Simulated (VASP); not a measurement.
# HgTe (zinc blende type) in VASP: further runs, part 2 of 2

VASP 6.6.1. Earlier steps stand in the parts before.

## 5. Single point, PBE

INCAR reads:

```
PREC = Accurate ; ENCUT = 520
EDIFF = 1E-6 ; ISMEAR = -1
SIGMA = 0.02 ; LREAL = F
LASPH = T ; NELM = 80
ALGO = Normal ; ISIF = 2
LWAVE = F ; LCHARG = F
GGA = PE ; NBANDS = 16
```

KPOINTS reads:

```
regular mesh
0
Gamma
  6 6 6
```

POSCAR reads:

```
HgTe
1.0
    0.0000000000      3.3300000000      3.3300000000
    3.3300000000      0.0000000000      3.3300000000
    3.3300000000      3.3300000000      0.0000000000
Hg Te
1 1
Direct
    0.0000000000      0.0000000000      0.0000000000
    0.2500000000      0.2500000000      0.2500000000
```

Potentials or basis: VASP PAW PBE potentials, release 64 (Hg, Te).

On the command line:

```console
$ cat potpaw_PBE.64/Hg/POTCAR potpaw_PBE.64/Te/POTCAR > POTCAR
$ mpirun -np 1 vasp_std > vasp.out
```

OUTCAR:

```text
PREC = Accurate
   ENCUT = 520
   EDIFF = 1E-6
   ISMEAR = -1
   LREAL = F
   LASPH = T
   NELM = 80
   ISIF = 2
   GGA = PE

 ion  position               nearest neighbor table
   1  0.000  0.000  0.000-   2 2.88   2 2.88   2 2.88   2 2.88
   2  0.250  0.250  0.250-   1 2.88   1 2.88   1 2.88   1 2.88

  LATTYP: Found a face centered cubic cell.
 ALAT       =     6.6600000000

  Lattice vectors:

 A1 = (   0.0000000000,   3.3300000000,   3.3300000000)
 A2 = (   3.3300000000,   0.0000000000,   3.3300000000)
 A3 = (   3.3300000000,   3.3300000000,   0.0000000000)

Analysis of symmetry for initial positions (statically):
=====================================================================
 Subroutine PRICEL returns:
 Original cell was already a primitive cell.

 Routine SETGRP: Setting up the symmetry group for a
 face centered cubic supercell.

 Subroutine GETGRP returns: Found 24 space group operations
 (whereof 24 operations were pure point group operations)
 out of a pool of 48 trial point group operations.

The static configuration has the point symmetry T_d .

Analysis of symmetry for dynamics (positions and initial velocities):
=====================================================================
 Subroutine PRICEL returns:
 Original cell was already a primitive cell.

 Routine SETGRP: Setting up the symmetry group for a
 face centered cubic supercell.

 Subroutine GETGRP returns: Found 24 space group operations
 (whereof 24 operations were pure point group operations)
 out of a pool of 48 trial point group operations.

The dynamic configuration has the point symmetry T_d .

 Subroutine INISYM returns: Found 24 space group operations
 (whereof 24 operations are pure point group operations),
 and found     1 'primitive' translations

----------------------------------------------------------------------------------------

                                     Primitive cell

  volume of cell :      73.8521

  direct lattice vectors                    reciprocal lattice vectors
     0.000000000  3.330000000  3.330000000    -0.150150150  0.150150150  0.150150150
     3.330000000  0.000000000  3.330000000     0.150150150 -0.150150150  0.150150150
     3.330000000  3.330000000  0.000000000     0.150150150  0.150150150 -0.150150150

  length of vectors
     4.709331163  4.709331163  4.709331163     0.260067689  0.260067689  0.260067689

  position of ions in fractional coordinates (direct lattice)
     0.000000000  0.000000000  0.000000000
     0.250000000  0.250000000  0.250000000

  ion indices of the primitive-cell ions
   primitive index   ion index
                 1           1
                 2           2

----------------------------------------------------------------------------------------

 KPOINTS: regular mesh

Automatic generation of k-mesh.
 Grid dimensions read from file:
 generate k-points for:    6    6    6

 Generating k-lattice:

  Cartesian coordinates                     Fractional coordinates (reciprocal lattice)
    -0.025025025  0.025025025  0.025025025     0.166666667  0.000000000  0.000000000
     0.025025025 -0.025025025  0.025025025     0.000000000  0.166666667  0.000000000
     0.025025025  0.025025025 -0.025025025     0.000000000  0.000000000  0.166666667

  Length of vectors
     0.043344615  0.043344615  0.043344615

  Shift w.r.t. Gamma in fractional coordinates (k-lattice)
     0.000000000  0.000000000  0.000000000

 Subroutine IBZKPT returns following result:
 ===========================================

 Found     16 irreducible k-points:

 Following reciprocal coordinates:
            Coordinates               Weight
  0.000000  0.000000  0.000000      1.000000
  0.166667  0.000000  0.000000      8.000000
  0.333333  0.000000  0.000000      8.000000
  0.500000  0.000000  0.000000      4.000000
  0.166667  0.166667  0.000000      6.000000
  0.333333  0.166667  0.000000     24.000000
[... 8 lines left out ...]
 -0.333333  0.333333  0.166667     24.000000
 -0.333333  0.500000  0.166667     12.000000
   k-points           NKPTS =     16   k-points in BZ     NKDIM =     16   number of bands    NBANDS=     16
   number of dos      NEDOS =    301   number of ions     NIONS =      2
   total plane-waves  NPLWV =  46656
   dimension x,y,z NGX =    36 NGY =   36 NGZ =   36
   dimension x,y,z NGXF=    72 NGYF=   72 NGZF=   72
   ions per type =               1   1
   NGX,Y,Z   is equivalent  to a cutoff of  12.71, 12.71, 12.71 a.u.
   NGXF,Y,Z  is equivalent  to a cutoff of  25.42, 25.42, 25.42 a.u.
 SYSTEM =  unknown system
   PREC   = accura    normal or accurate (medium, high low for compatibility)
   ISTART =      0    job   : 0-new  1-cont  2-samecut
   ICHARG =      2    charge: 1-file 2-atom 10-const
   ISPIN  =      1    spin polarized calculation?
   LNONCOLLINEAR =      F non collinear calculations
   LSORBIT =      F    spin-orbit coupling
   LASPH  =      T    aspherical Exc in radial PAW
   ENCUT  =  520.0 eV  38.22 Ry    6.18 a.u.   8.76  8.76  8.76*2*pi/ulx,y,z
   NELM   =     80;   NELMIN=  2; NELMDL= -5     # of ELM steps
   EDIFF  = 0.1E-05   stopping-criterion for ELM
   LREAL  =      F    real-space projection
   EDIFFG = 0.1E-04   stopping-criterion for IOM
   NSW    =      0    number of steps for IOM
   IBRION =     -1    ionic relax: 0-MD 1-quasi-New 2-CG
   NFREE  =      0    steps in history (QN), initial steepest desc. (CG)
   ISIF   =      2    stress and relaxation
   ISYM   =      2    0-nonsym 1-usesym 2-fastsym
   POTIM  = 0.5000    time-step for ionic-motion
   TEBEG  =    0.0;   TEEND  =   0.0 temperature during run
   PSTRESS=    0.0 pullay stress
   NELECT =      18.0000    total number of electrons
   NUPDOWN=      -1.0000    fix difference up-down
   EMIN   =  10.00;   EMAX   =-10.00  energy-range for DOS
   EFERMI =   0.00;   METHOD = LEGACY
   ISMEAR =    -1;   SIGMA  =   0.02  broadening in eV -4-tet -1-fermi 0-gaus
   EFERMI_NEDOS =   21; number of points for ismear=-14 and -15
   IALGO  =     38    algorithm
   IMIX   =      4    mixing-type and parameters
     AMIX     =   0.40;   BMIX     =  1.00
     AMIX_MAG =   1.60;   BMIX_MAG =  1.00
  volume/ion in A,a.u.               =      36.93       249.19
  Fermi-wavevector in a.u.,A,eV,Ry     =   1.022613  1.932459 14.228129  1.045738
  Thomas-Fermi vector in A             =   2.156302
   LORBIT       =      0    0 simple, 1 ext, 2 COOP (PROOUT), +10 PAW based schemes
   GGA     = PE    functional components
   LHFCALC =     F    Hartree Fock is set to
   AEXX    =    0.0000 exact exchange contribution
   IVDW    =     0    specifies the selected vdW correction
   LEPSILON=     F    determine dielectric tensor
   LRPA    =     F    only Hartree local field effects (RPA)
 non-spin polarized calculation
  energy-cutoff  :      520.00
  volume of cell :       73.85
 maximum number of plane-waves:      2012
   NGX = 17   NGY = 17   NGZ = 17

 number of electron      17.9999998 magnetization

 Free energy of the ion-electron system (eV)
  ---------------------------------------------------
  ext. energy  EPLUGINS =         0.00000000
  ---------------------------------------------------
  free energy    TOTEN  =        -3.64162541 eV

  energy without entropy =       -3.64127165  energy(sigma->0) =       -3.64144853

 E-fermi :   2.2135     XC(G=0):  -8.3370

 val. band max:        2.1996535809   @ k =   0.0000   0.0000   0.0000
 cond. band min:       2.8977557910   @ k =   0.5000   0.0000   0.0000
 fundamental gap:      0.6981022101
 Fermi energy:         2.2135182148

 k-point     1 :       0.0000    0.0000    0.0000
  band No.  band energies     occupation
      1      -9.1874      2.00000
      2      -4.6759      2.00000
      3      -4.6759      2.00000
      4      -4.6759      2.00000
      5      -4.2489      2.00000
      6      -4.2489      2.00000
[... 8 lines left out ...]
     15      11.6201      0.00000
     16      11.6201      0.00000
[... 267 lines left out ...]
 k-point    16 :      -0.3333    0.5000    0.1667
  band No.  band energies     occupation
      1      -8.5597      2.00000
      2      -4.4874      2.00000
      3      -4.4486      2.00000
      4      -4.3384      2.00000
      5      -4.2324      2.00000
      6      -3.7973      2.00000
[... 8 lines left out ...]
     15      12.8261      0.00000
     16      13.0625      0.00000

------------------------ aborting loop because EDIFF is reached ----------------------------------------

  FORCE on cell =-STRESS in cart. coord.  units (eV):
  Direction    XX          YY          ZZ          XY          YZ          ZX
  --------------------------------------------------------------------------------------
  -------------------------------------------------------------------------------------
  Total       -0.0196035     -0.0196035     -0.0196035     -0.0000000      0.0000000      0.0000000
  in kB       -0.4252867     -0.4252867     -0.4252867     -0.0000000      0.0000000      0.0000000
  external PRESSURE =      -0.4252867 kB  Pullay stress =       0.0000000 kB

 VOLUME and BASIS-vectors are now :
 -----------------------------------------------------------------------------
  energy-cutoff  :      520.00
  volume of cell :       73.85
      direct lattice vectors                 reciprocal lattice vectors
     0.000000000  3.330000000  3.330000000    -0.150150150  0.150150150  0.150150150
     3.330000000  0.000000000  3.330000000     0.150150150 -0.150150150  0.150150150
     3.330000000  3.330000000  0.000000000     0.150150150  0.150150150 -0.150150150

 POSITION                                       TOTAL-FORCE (eV/Angst)
 -----------------------------------------------------------------------------------
      0.00000      0.00000      0.00000        -0.000000     -0.000000     -0.000000
      1.66500      1.66500      1.66500         0.000000      0.000000      0.000000
 -----------------------------------------------------------------------------------
    total drift:                               -0.000000     -0.000000     -0.000000

  FREE ENERGIE OF THE ION-ELECTRON SYSTEM (eV)
  ---------------------------------------------------
  free  energy   TOTEN  =        -3.6416254071 eV

  energy  without entropy=       -3.6412716518  energy(sigma->0) =       -3.64144853
```

OSZICAR:

```text
N       E                     dE             d eps       ncg     rms          rms(c)
DAV:   1     0.102674040713E+03    0.10267E+03   -0.78965E+03   520   0.956E+02
DAV:   2    -0.955618201624E-01   -0.10277E+03   -0.95144E+02   600   0.223E+02
DAV:   3    -0.380893531667E+01   -0.37134E+01   -0.37014E+01   616   0.436E+01
DAV:   4    -0.384380517526E+01   -0.34870E-01   -0.34867E-01   744   0.388E+00
DAV:   5    -0.384389603183E+01   -0.90857E-04   -0.90856E-04   672   0.193E-01    0.628E+00
DAV:   6    -0.364785344832E+01    0.19604E+00   -0.38497E-01   592   0.788E+00    0.510E+00
DAV:   7    -0.364192961130E+01    0.59238E-02   -0.85475E-02   552   0.193E+00    0.204E+00
DAV:   8    -0.364154680262E+01    0.38281E-03   -0.83946E-03   576   0.101E+00    0.443E-01
DAV:   9    -0.364158141696E+01   -0.34614E-04   -0.71223E-04   656   0.293E-01    0.899E-02
DAV:  10    -0.364161183587E+01   -0.30419E-04   -0.87712E-05   560   0.811E-02    0.441E-02
DAV:  11    -0.364162605073E+01   -0.14215E-04   -0.25054E-05   608   0.331E-02    0.198E-02
DAV:  12    -0.364162540715E+01    0.64359E-06   -0.29799E-06   560   0.106E-02
   1 F= -.36416254E+01 E0= -.36414485E+01  d E =-.353755E-03
```

Run time: 13 s. Hardware: 1 thread of AMD EPYC 9R45 (Zen 5), shared host; peak memory 0.18 GiB.

Results:

| Property | Result |
| --- | --- |
| Free energy | -3.6416 eV |
| Pressure | 0.0 GPa |
| Band gap on the k mesh | zero (filled and empty bands touch) |

Caveat: spin-orbit coupling is left out, which moves the levels of the heavy elements.

## 6. Single point, r2SCAN

POSCAR is that of step 5.

INCAR.step1 reads:

```
PREC = Accurate
ENCUT = 520
ISMEAR = -1
SIGMA = 0.02
LREAL = F
LASPH = T
NELM = 60
NBANDS = 16
GGA = PE
ALGO = Normal
EDIFF = 1E-4
LWAVE = T
LCHARG = F
```

INCAR.step2 reads:

```
PREC = Accurate
ENCUT = 520
EDIFF = 1E-6
ISMEAR = -1
SIGMA = 0.02
LREAL = F
LASPH = T
NELM = 60
ALGO = Normal
ISIF = 2
LWAVE = F
LCHARG = F
METAGGA = R2SCAN
LMIXTAU = T
NBANDS = 16
ISTART = 1
```

KPOINTS reads:

```
Automatic mesh
0
Gamma
  6 6 6
```

Potentials or basis: VASP PAW PBE potentials, release 64 (Hg, Te).

On the command line:

```console
$ cat potpaw_PBE.64/Hg/POTCAR potpaw_PBE.64/Te/POTCAR > POTCAR
$ cp INCAR.step1 INCAR
$ mpirun -np 1 vasp_std > vasp.out
$ cp INCAR.step2 INCAR
$ mpirun -np 1 vasp_std > vasp.out
```

OUTCAR:

```text
PREC = Accurate
   ENCUT = 520
   EDIFF = 1E-6
   ISMEAR = -1
   LREAL = F
   LASPH = T
   NELM = 60
   ISIF = 2
   METAGGA = R2SCAN
   ISTART = 1

 ion  position               nearest neighbor table
   1  0.000  0.000  0.000-   2 2.88   2 2.88   2 2.88   2 2.88
   2  0.250  0.250  0.250-   1 2.88   1 2.88   1 2.88   1 2.88

  LATTYP: Found a face centered cubic cell.
 ALAT       =     6.6600000000

  Lattice vectors:

 A1 = (   0.0000000000,   3.3300000000,   3.3300000000)
[... 478 lines left out ...]
------------------------ aborting loop because EDIFF is reached ----------------------------------------

  FORCE on cell =-STRESS in cart. coord.  units (eV):
  Direction    XX          YY          ZZ          XY          YZ          ZX
  --------------------------------------------------------------------------------------
  -------------------------------------------------------------------------------------
  Total       -0.6132828     -0.6132828     -0.6132828     -0.0000000     -0.0000000     -0.0000000
  in kB      -13.3048107    -13.3048107    -13.3048107     -0.0000000     -0.0000000     -0.0000000
  external PRESSURE =     -13.3048107 kB  Pullay stress =       0.0000000 kB

 VOLUME and BASIS-vectors are now :
 -----------------------------------------------------------------------------
  energy-cutoff  :      520.00
  volume of cell :       73.85
      direct lattice vectors                 reciprocal lattice vectors
     0.000000000  3.330000000  3.330000000    -0.150150150  0.150150150  0.150150150
     3.330000000  0.000000000  3.330000000     0.150150150 -0.150150150  0.150150150
     3.330000000  3.330000000  0.000000000     0.150150150  0.150150150 -0.150150150

 POSITION                                       TOTAL-FORCE (eV/Angst)
 -----------------------------------------------------------------------------------
      0.00000      0.00000      0.00000        -0.000000     -0.000000     -0.000000
      1.66500      1.66500      1.66500         0.000000      0.000000      0.000000
 -----------------------------------------------------------------------------------
    total drift:                                0.000000      0.000000      0.000000

  FREE ENERGIE OF THE ION-ELECTRON SYSTEM (eV)
  ---------------------------------------------------
  free  energy   TOTEN  =       -75.1432873982 eV

  energy  without entropy=      -75.1429336795  energy(sigma->0) =      -75.14311054
```

OUTCAR.step1:

```text
PREC = Accurate
   ENCUT = 520
   ISMEAR = -1
   LREAL = F
   LASPH = T
   NELM = 60
[... 511 lines left out ...]
 -----------------------------------------------------------------------------------
      0.00000      0.00000      0.00000        -0.000000     -0.000000     -0.000000
      1.66500      1.66500      1.66500         0.000000      0.000000      0.000000
 -----------------------------------------------------------------------------------
    total drift:                                0.000000      0.000000      0.000000

  FREE ENERGIE OF THE ION-ELECTRON SYSTEM (eV)
  ---------------------------------------------------
  free  energy   TOTEN  =        -3.6415814170 eV

  energy  without entropy=       -3.6412276623  energy(sigma->0) =       -3.64140454
```

OSZICAR.step1:

```text
N       E                     dE             d eps       ncg     rms          rms(c)
DAV:   1     0.102674040713E+03    0.10267E+03   -0.78965E+03   520   0.956E+02
DAV:   2    -0.955618201624E-01   -0.10277E+03   -0.95144E+02   600   0.223E+02
DAV:   3    -0.380893531667E+01   -0.37134E+01   -0.37014E+01   616   0.436E+01
DAV:   4    -0.384380517526E+01   -0.34870E-01   -0.34867E-01   744   0.388E+00
DAV:   5    -0.384389603183E+01   -0.90857E-04   -0.90856E-04   672   0.193E-01    0.628E+00
DAV:   6    -0.364785344832E+01    0.19604E+00   -0.38497E-01   592   0.788E+00    0.510E+00
DAV:   7    -0.364192961130E+01    0.59238E-02   -0.85475E-02   552   0.193E+00    0.204E+00
DAV:   8    -0.364154680262E+01    0.38281E-03   -0.83946E-03   576   0.101E+00    0.443E-01
DAV:   9    -0.364158141696E+01   -0.34614E-04   -0.71223E-04   656   0.293E-01
   1 F= -.36415814E+01 E0= -.36414045E+01  d E =-.353755E-03
```

It took 59 s on 1 thread of AMD EPYC 9R45 (Zen 5), shared host; peak memory 0.19 GiB.

Results:

```
Free energy            : -75.1433 eV
Pressure               : -1.3 GPa
Band gap on the k mesh : zero (filled and empty bands touch)
```

Caveat: the PAW data sets were made with another functional, which shifts forces and pressure a little; spin-orbit coupling is left out, which moves the levels of the heavy elements.

## 7. The runs side by side

```csv
level,k mesh,smearing,grid for exact exchange (PRECFOCK),screening parameter,gap on the mesh (eV),pressure (GPa),largest force (eV/Å)
HSE06,4 × 4 × 4,fermi-dirac 0.1 eV,Normal,0.2079 1/Å,none,-1.2,0.17
PBE,4 × 4 × 4,fermi-dirac 0.1 eV,-,-,none,0.3,0.18
PBE,6 × 6 × 6,fermi-dirac 0.02 eV,-,-,none,0.0,-
r2SCAN,6 × 6 × 6,fermi-dirac 0.02 eV,-,-,none,-1.3,-
```

Some of these runs hold the atoms at other places in the same cell, which the table doesn't show; runs alike in all that it shows share one row.

Alike in all rows: task single point; potentials or basis VASP PAW PBE potentials, release 64 (Hg, Te); no spin polarisation; cell as given; cutoff (eV) 520.

Caveats: some runs use coarse meshes; spin-orbit coupling is left out, which moves the levels of the heavy elements; the PAW data sets were made with another functional, which shifts forces and pressure a little (some runs).

Absolute energies hang on the potentials; compare differences alone.
